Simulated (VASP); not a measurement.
# P (Pm-3m) in VASP: a series of runs, part 2 of 2

VASP 6.6.1. The steps go on from the part before.

### Step 4. Single point, PBEsol+D3(BJ)

This run uses another cell than the first one, of 13.47 Å³/atom.

The input, INCAR:

```
SYSTEM = P
ALGO = Normal ; EDIFF = 1E-6
ENCUT = 520 ; GGA = PS
ISIF = 2 ; ISMEAR = 0
IVDW = 12 ; LASPH = .TRUE.
LCHARG = .TRUE. ; LELF = .TRUE.
LREAL = .FALSE. ; LVHAR = .TRUE.
LWAVE = .FALSE. ; NBANDS = 8
NELM = 100 ; PREC = Accurate
SIGMA = 0.1
```

The input, KPOINTS:

```
k-points
0
G
  18 18 18
  0 0 0
```

The input, POSCAR:

```
P
1.0
    2.3790480906      0.0000000000      0.0000000000
    0.0000000000      2.3790480906      0.0000000000
    0.0000000000      0.0000000000      2.3790828856
P
1
Direct
    0.0000000000      0.0000000000      0.0000000000
```

Potentials or basis: VASP PAW PBE potentials, release 64 (P).

Run with:

```sh
cat potpaw_PBE.64/P/POTCAR > POTCAR
mpirun -np 1 vasp_std > vasp.out
```

OUTCAR:

```text
SYSTEM = P
   EDIFF = 1E-6
   ENCUT = 520
   GGA = PS
   ISIF = 2
   ISMEAR = 0
   IVDW = 12
   LASPH = .TRUE.
   LREAL = .FALSE.
   NELM = 100
   PREC = Accurate
 IVDW          = 12

 ion  position               nearest neighbor table
   1  0.000  0.000  0.000-

  LATTYP: Found a simple tetragonal cell.
 ALAT       =     2.3790480906
 C/A-ratio  =     1.0000146256

  Lattice vectors:

 A1 = (   2.3790480906,   0.0000000000,   0.0000000000)
 A2 = (   0.0000000000,   2.3790480906,   0.0000000000)
 A3 = (   0.0000000000,   0.0000000000,   2.3790828856)

Analysis of symmetry for initial positions (statically):
=====================================================================
 Subroutine PRICEL returns:
 Original cell was already a primitive cell.

 Routine SETGRP: Setting up the symmetry group for a
 simple tetragonal supercell.

 Subroutine GETGRP returns: Found 16 space group operations
 (whereof 16 operations were pure point group operations)
 out of a pool of 16 trial point group operations.

The static configuration has the point symmetry D_4h.

Analysis of symmetry for dynamics (positions and initial velocities):
=====================================================================
 Subroutine PRICEL returns:
 Original cell was already a primitive cell.

 Routine SETGRP: Setting up the symmetry group for a
 simple tetragonal supercell.

 Subroutine GETGRP returns: Found 16 space group operations
 (whereof 16 operations were pure point group operations)
 out of a pool of 16 trial point group operations.

The dynamic configuration has the point symmetry D_4h.

 Subroutine INISYM returns: Found 16 space group operations
 (whereof 16 operations are pure point group operations),
 and found     1 'primitive' translations

----------------------------------------------------------------------------------------

                                     Primitive cell

  volume of cell :      13.4653

  direct lattice vectors                    reciprocal lattice vectors
     2.379048091  0.000000000  0.000000000     0.420336186  0.000000000  0.000000000
     0.000000000  2.379048091  0.000000000     0.000000000  0.420336186  0.000000000
     0.000000000  0.000000000  2.379082886     0.000000000  0.000000000  0.420330038

  length of vectors
     2.379048091  2.379048091  2.379082886     0.420336186  0.420336186  0.420330038

  position of ions in fractional coordinates (direct lattice)
     0.000000000  0.000000000  0.000000000

  ion indices of the primitive-cell ions
   primitive index   ion index
                 1           1

----------------------------------------------------------------------------------------

 KPOINTS: k-points

Automatic generation of k-mesh.
 Grid dimensions read from file:
 generate k-points for:   18   18   18

 Generating k-lattice:

  Cartesian coordinates                     Fractional coordinates (reciprocal lattice)
     0.023352010  0.000000000  0.000000000     0.055555556  0.000000000  0.000000000
     0.000000000  0.023352010  0.000000000     0.000000000  0.055555556  0.000000000
     0.000000000  0.000000000  0.023351669     0.000000000  0.000000000  0.055555556

  Length of vectors
     0.023352010  0.023352010  0.023351669

  Shift w.r.t. Gamma in fractional coordinates (k-lattice)
     0.000000000  0.000000000  0.000000000

 Subroutine IBZKPT returns following result:
 ===========================================

 Found    550 irreducible k-points:

 Following reciprocal coordinates:
            Coordinates               Weight
  0.000000  0.000000  0.000000      1.000000
  0.055556  0.000000  0.000000      4.000000
  0.111111  0.000000  0.000000      4.000000
  0.166667  0.000000  0.000000      4.000000
  0.222222  0.000000  0.000000      4.000000
  0.277778  0.000000  0.000000      4.000000
[... 16 lines left out ...]
  0.277778  0.111111  0.000000      8.000000
  0.333333  0.111111  0.000000      8.000000
 [... further k-points ...]
   k-points           NKPTS =    550   k-points in BZ     NKDIM =    550   number of bands    NBANDS=      8
   number of dos      NEDOS =    301   number of ions     NIONS =      1
   total plane-waves  NPLWV =   5832
   dimension x,y,z NGX =    18 NGY =   18 NGZ =   18
   dimension x,y,z NGXF=    36 NGYF=   36 NGZF=   36
   ions per type =               1
   NGX,Y,Z   is equivalent  to a cutoff of  12.58, 12.58, 12.58 a.u.
   NGXF,Y,Z  is equivalent  to a cutoff of  25.16, 25.16, 25.16 a.u.
 SYSTEM =  P
   PREC   = accura    normal or accurate (medium, high low for compatibility)
   ISTART =      0    job   : 0-new  1-cont  2-samecut
   ICHARG =      2    charge: 1-file 2-atom 10-const
   ISPIN  =      1    spin polarized calculation?
   LNONCOLLINEAR =      F non collinear calculations
   LSORBIT =      F    spin-orbit coupling
   LASPH  =      T    aspherical Exc in radial PAW
   ENCUT  =  520.0 eV  38.22 Ry    6.18 a.u.   4.42  4.42  4.42*2*pi/ulx,y,z
   NELM   =    100;   NELMIN=  2; NELMDL= -5     # of ELM steps
   EDIFF  = 0.1E-05   stopping-criterion for ELM
   LREAL  =      F    real-space projection
   EDIFFG = 0.1E-04   stopping-criterion for IOM
   NSW    =      0    number of steps for IOM
   IBRION =     -1    ionic relax: 0-MD 1-quasi-New 2-CG
   NFREE  =      0    steps in history (QN), initial steepest desc. (CG)
   ISIF   =      2    stress and relaxation
   ISYM   =      2    0-nonsym 1-usesym 2-fastsym
   POTIM  = 0.5000    time-step for ionic-motion
   TEBEG  =    0.0;   TEEND  =   0.0 temperature during run
   PSTRESS=    0.0 pullay stress
   NELECT =       5.0000    total number of electrons
   NUPDOWN=      -1.0000    fix difference up-down
   EMIN   =  10.00;   EMAX   =-10.00  energy-range for DOS
   EFERMI =   0.00;   METHOD = LEGACY
   ISMEAR =     0;   SIGMA  =   0.10  broadening in eV -4-tet -1-fermi 0-gaus
   EFERMI_NEDOS =   21; number of points for ismear=-14 and -15
   IALGO  =     38    algorithm
   IMIX   =      4    mixing-type and parameters
     AMIX     =   0.40;   BMIX     =  1.00
     AMIX_MAG =   1.60;   BMIX_MAG =  1.00
  volume/ion in A,a.u.               =      13.47        90.87
  Fermi-wavevector in a.u.,A,eV,Ry     =   1.176683  2.223609 18.838395  1.384583
  Thomas-Fermi vector in A             =   2.313043
   LORBIT       =      0    0 simple, 1 ext, 2 COOP (PROOUT), +10 PAW based schemes
   GGA     = PS    functional components
   LHFCALC =     F    Hartree Fock is set to
   AEXX    =    0.0000 exact exchange contribution
   IVDW    =    12    specifies the selected vdW correction
   LEPSILON=     F    determine dielectric tensor
   LRPA    =     F    only Hartree local field effects (RPA)
 non-spin polarized calculation
 Gauss-broadening in eV      SIGMA  =   0.10
  energy-cutoff  :      520.00
  volume of cell :       13.47
 maximum number of plane-waves:       380
 NGX is ok and might be reduce to    18
   NGX =  9   NGY =  9   NGZ =  9

 number of electron       5.0000000 magnetization

 Free energy of the ion-electron system (eV)
  ---------------------------------------------------
  ext. energy  EPLUGINS =         0.00000000
  ---------------------------------------------------
  free energy    TOTEN  =        -5.74938756 eV

  energy without entropy =       -5.74776026  energy(sigma->0) =       -5.74857391

 E-fermi :  10.6606     XC(G=0): -11.7190

 val. band max:       10.6449589970   @ k =   0.5000   0.2778   0.1111
 cond. band min:      10.7036645270   @ k =   0.1111   0.1111   0.1667
 fundamental gap:      0.0587055300
 Fermi energy:        10.6606309735

 k-point     1 :       0.0000    0.0000    0.0000
  band No.  band energies     occupation
      1      -6.5953      2.00000
      2      16.1867      0.00000
      3      16.1874      0.00000
      4      16.1874      0.00000
      5      17.4693      0.00000
      6      17.4695      0.00000
      7      25.7761      0.00000
      8      36.3135      0.00000
[... 243 lines left out ...]
 k-point    24 :       0.3333    0.1111    0.0000
  band No.  band energies     occupation
      1      -3.6746      2.00000
      2       4.9911      2.00000
      3      14.7357      0.00000
      4      18.4020      0.00000
      5      21.6198      0.00000
      6      24.4791      0.00000
      7      27.6694      0.00000
      8      28.0546      0.00000

 [... further k-points ...]

------------------------ aborting loop because EDIFF is reached ----------------------------------------

 Edisp (eV)   -0.42123

 E8    (eV) :    -0.2500

  FORCE on cell =-STRESS in cart. coord.  units (eV):
  Direction    XX          YY          ZZ          XY          YZ          ZX
  --------------------------------------------------------------------------------------
  -------------------------------------------------------------------------------------
  Total       0.17699     0.17699     0.17668     0.00000    -0.00000     0.00000
  in kB      21.05872    21.05872    21.02251     0.00000    -0.00000     0.00000
  external pressure =       21.05 kB  Pullay stress =        0.00 kB

 VOLUME and BASIS-vectors are now :
 -----------------------------------------------------------------------------
  energy-cutoff  :      520.00
  volume of cell :       13.47
      direct lattice vectors                 reciprocal lattice vectors
     2.379048091  0.000000000  0.000000000     0.420336186  0.000000000  0.000000000
     0.000000000  2.379048091  0.000000000     0.000000000  0.420336186  0.000000000
     0.000000000  0.000000000  2.379082886     0.000000000  0.000000000  0.420330038

 POSITION                                       TOTAL-FORCE (eV/Angst)
 -----------------------------------------------------------------------------------
      0.00000      0.00000      0.00000         0.000000      0.000000      0.000000
 -----------------------------------------------------------------------------------
    total drift:                               -0.000000      0.000000      0.000000

  FREE ENERGIE OF THE ION-ELECTRON SYSTEM (eV)
  ---------------------------------------------------
  free  energy   TOTEN  =        -6.1706192655 eV

  energy  without entropy=       -6.1689919696  energy(sigma->0) =       -6.16980562
```

Wall time 40 s (1 thread of Intel Xeon Platinum 8175M at 2.50GHz (Skylake/Cascade Lake), shared host); peak memory 0.16 GiB.

Results:

- Free energy: -6.1706 eV
- Pressure: 2.1 GPa
- Band gap on the k mesh: zero (an odd number of electrons rules out a gap without spin polarisation)
- Dispersion energy per atom: -0.421 eV

Caveat: the PAW data sets were made with another functional, which shifts forces and pressure a little.

### Step 5. The runs side by side

| cell | gap on the mesh (eV) | pressure (GPa) |
| --- | --- | --- |
| a = 2.341 Å, 1 atom | none | 10.2 |
| a = 2.364 Å, 1 atom | none | 5.1 |
| a = 2.379 Å, 1 atom | none | 2.1 |

Alike in all rows: task single point; level PBEsol+D3(BJ); potentials or basis VASP PAW PBE potentials, release 64 (P); no spin polarisation; k mesh 18 × 18 × 18; cutoff (eV) 520; smearing gaussian 0.1 eV.

Caveats: the PAW data sets were made with another functional, which shifts forces and pressure a little; the cell stands under pressure (at least some runs).

Total energies depend on the potentials used, so only differences within one code and one set of settings carry meaning.

The gap in the log of VASP goes by the Fermi energy; the results here count the filled bands.